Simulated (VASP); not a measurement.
# RbBr (R-3m) in VASP: notebook, part 2 of 2

VASP 6.6.1.

## (3) Single point, r2SCAN (strain along [111] +5.8%)

Contents of POSCAR:

```
RbBr
1.0
    4.2071828439      0.0792561917      0.0792561917
    0.0792561917      4.2071828439      0.0792561917
    0.0792561917      0.0792561917      4.2071828439
Rb Br
1 1
Direct
    0.0000000000      0.0000000000      0.0000000000
    0.5000000000      0.5000000000      0.5000000000
```

Contents of INCAR.step1:

```
SYSTEM = RbBr
ALGO = Normal
EDIFF = 1E-5
ENCUT = 550
GGA = PE
GGA_COMPAT = .FALSE.
ISMEAR = 0
LASPH = .TRUE.
LCHARG = .FALSE.
LREAL = .FALSE.
LWAVE = .TRUE.
NBANDS = 15
NELM = 120
PREC = Accurate
SIGMA = 0.01
```

Contents of INCAR.step2:

```
SYSTEM = RbBr
ALGO = Normal
EDIFF = 1E-6
ENCUT = 550
GGA_COMPAT = .FALSE.
ISIF = 2
ISMEAR = 0
ISTART = 1
LASPH = .TRUE.
LCHARG = .FALSE.
LMIXTAU = .TRUE.
LREAL = .FALSE.
LWAVE = .FALSE.
METAGGA = R2SCAN
NBANDS = 15
NELM = 120
PREC = Accurate
SIGMA = 0.01
```

Contents of KPOINTS:

```
k-points
0
G
  6 6 6
  0 0 0
```

Potentials or basis: VASP PAW PBE potentials, release 64 (Rb_sv, Br).

On the command line:

```bash
$ cat potpaw_PBE.64/Rb_sv/POTCAR potpaw_PBE.64/Br/POTCAR > POTCAR
$ cp INCAR.step1 INCAR
$ mpirun -np 1 vasp_std > vasp.out
$ cp INCAR.step2 INCAR
$ mpirun -np 1 vasp_std > vasp.out
```

OUTCAR:

```text
SYSTEM = RbBr
   EDIFF = 1E-6
   ENCUT = 550
   ISIF = 2
   ISMEAR = 0
   ISTART = 1
   LASPH = .TRUE.
   LREAL = .FALSE.
   METAGGA = R2SCAN
   NELM = 120
   PREC = Accurate

 ion  position               nearest neighbor table
   1  0.000  0.000  0.000-   2 3.60   2 3.60   2 3.60   2 3.60   2 3.60   2 3.60   2 3.78   2 3.78

   2  0.500  0.500  0.500-   1 3.60   1 3.60   1 3.60   1 3.60   1 3.60   1 3.60   1 3.78   1 3.78

  LATTYP: Found a trigonal (rhomboedric) cell.
 ALAT       =     4.2086756313
 COS(alpha) =     0.0380045166

  Lattice vectors:

 A1 = (   4.2071828439,   0.0792561917,   0.0792561917)
[... 611 lines left out ...]
     12       7.5844      0.00000
     13       8.5541      0.00000
     14       8.9992      0.00000
     15      10.9735      0.00000

 [... further k-points ...]
[... 5 lines left out ...]
  --------------------------------------------------------------------------------------
  -------------------------------------------------------------------------------------
  Total       -0.3629409     -0.3629409     -0.3629409     -0.0581358     -0.0581358     -0.0581358
  in kB       -7.8168023     -7.8168023     -7.8168023     -1.2520937     -1.2520937     -1.2520937
  external PRESSURE =      -7.8168023 kB  Pullay stress =       0.0000000 kB

 VOLUME and BASIS-vectors are now :
 -----------------------------------------------------------------------------
  energy-cutoff  :      550.00
  volume of cell :       74.39
      direct lattice vectors                 reciprocal lattice vectors
     4.207182844  0.079256192  0.079256192     0.237854441 -0.004397925 -0.004397925
     0.079256192  4.207182844  0.079256192    -0.004397925  0.237854441 -0.004397925
     0.079256192  0.079256192  4.207182844    -0.004397925 -0.004397925  0.237854441

 POSITION                                       TOTAL-FORCE (eV/Angst)
 -----------------------------------------------------------------------------------
      0.00000      0.00000      0.00000         0.000000      0.000000     -0.000000
      2.18285      2.18285      2.18285        -0.000000     -0.000000      0.000000
 -----------------------------------------------------------------------------------
    total drift:                               -0.000000      0.000000     -0.000000

  FREE ENERGIE OF THE ION-ELECTRON SYSTEM (eV)
  ---------------------------------------------------
  free  energy   TOTEN  =       -31.0963616482 eV

  energy  without entropy=      -31.0963616482  energy(sigma->0) =      -31.09636165
```

Wall time 53 s (1 thread of AMD EPYC 9R45 (Zen 5), shared host); peak memory 0.17 GiB.

Results:

```
Free energy            : -31.0964 eV
Pressure               : -0.8 GPa
Band gap on the k mesh : 4.63 eV (least direct gap 4.74 eV)
```

Levels at points of the mesh, in eV from the valence-band top:
```tsv
k point	band 4	band 5	band 6	band 7	band 8	band 9	band 10	band 11	band 12	band 13
(0.00, 0.00, 0.00)	-9.41	-9.41	-0.16	-0.16	-0.12	4.63	6.19	6.19	10.41	10.41
(0.50, 0.00, 0.00)	-9.37	-9.37	-1.55	-0.25	-0.15	7.46	7.52	8.03	9.35	10.30
(0.50, 0.50, 0.00)	-9.65	-9.35	-1.02	-0.96	0.00	5.90	6.86	8.63	8.66	10.99
(0.50, 0.50, 0.50)	-9.58	-9.58	-1.22	-1.20	-1.20	8.35	8.86	8.86	9.56	10.07
```

Caveat: the cell differs from its parent crystal (strain along [111] +5.8%); the PAW data sets were made with another functional, which shifts forces and pressure a little. A k mesh can miss the band edges.

## (4) Single point, HSE06 (strain along [111] +5.8%)

POSCAR is that of step 3.

Contents of INCAR.step1:

```
SYSTEM = RbBr
PREC = Accurate ; ENCUT = 400
EDIFF = 1E-5 ; ISMEAR = 0
SIGMA = 0.01 ; LREAL = .False.
LASPH = .True. ; NELM = 120
ALGO = Normal ; ISIF = 2
LWAVE = .True. ; NBANDS = 15
GGA = PE ; GGA_COMPAT = .False.
```

Contents of INCAR.step2:

```
SYSTEM = RbBr
PREC = Accurate ; ENCUT = 400
EDIFF = 1E-6 ; ISMEAR = 0
SIGMA = 0.01 ; LREAL = .False.
LASPH = .True. ; NELM = 120
ALGO = Normal ; ISIF = 2
LWAVE = .False. ; LCHARG = .True.
GGA = PE ; LHFCALC = .True.
HFSCREEN = 0.2079 ; PRECFOCK = Normal
LELF = .True. ; LVHAR = .True.
NBANDS = 15 ; ISTART = 1
GGA_COMPAT = .False.
```

Contents of KPOINTS:

```
Automatic mesh
0
Gamma
  4 4 4
  0 0 0
```

On the command line:

```bash
$ cat potpaw_PBE.64/Rb_sv/POTCAR potpaw_PBE.64/Br/POTCAR > POTCAR
$ cp INCAR.step1 INCAR
$ mpirun -np 1 vasp_std > vasp.out
$ cp INCAR.step2 INCAR
$ mpirun -np 1 vasp_std > vasp.out
```

It took 4.4 min on 1 thread of AMD EPYC 9R45 (Zen 5), shared host; peak memory 0.24 GiB.

Results (log left out):

```yaml
Free_energy: -6.9651 eV
Pressure: -0.4 GPa
Band_gap_on_the_k_mesh: 5.07 eV (least direct gap 5.19 eV)
```

Stress tensor (GPa, compression positive):
```
-0.35 -0.09 -0.09
-0.09 -0.35 -0.09
-0.09 -0.09 -0.35
```

Levels at points of the mesh, in eV from the valence-band top:
```tsv
k point	band 6	band 7	band 8	band 9	band 10	band 11
(0.00, 0.00, 0.00)	-0.18	-0.18	-0.12	5.07	6.83	6.83
(0.50, 0.00, 0.00)	-1.65	-0.27	-0.16	8.04	8.17	8.61
(0.50, 0.50, 0.00)	-1.08	-1.02	0.00	6.46	7.40	9.25
(0.50, 0.50, 0.50)	-1.28	-1.27	-1.27	8.92	9.42	9.42
```

Caveat: the cell differs from its parent crystal (strain along [111] +5.8%); the PAW data sets were made with another functional, which shifts forces and pressure a little. A k mesh can miss the band edges.

## (5) Summary

| level | k mesh | cutoff (eV) | smearing | grid for exact exchange (PRECFOCK) | share of exact exchange | screening parameter | gap on the mesh (eV) | pressure (GPa) |
| --- | --- | --- | --- | --- | --- | --- | --- | --- |
| PBE | 6 × 6 × 6 | 500 | fermi-dirac 0.02 eV | - | - | - | 3.90 | 0.0 |
| r2SCAN | 6 × 6 × 6 | 550 | gaussian 0.01 eV | - | - | - | 4.63 | -0.8 |
| HSE06 | 4 × 4 × 4 | 400 | gaussian 0.01 eV | Normal | 0.25 | 0.2079 1/Å | 5.07 | -0.4 |

Alike in all rows: task single point; potentials or basis VASP PAW PBE potentials, release 64 (Rb_sv, Br); no spin polarisation; cell as given.

Caveats: the PAW data sets were made with another functional, which shifts forces and pressure a little (at least some runs).

Absolute energies hang on the potentials; compare differences alone.
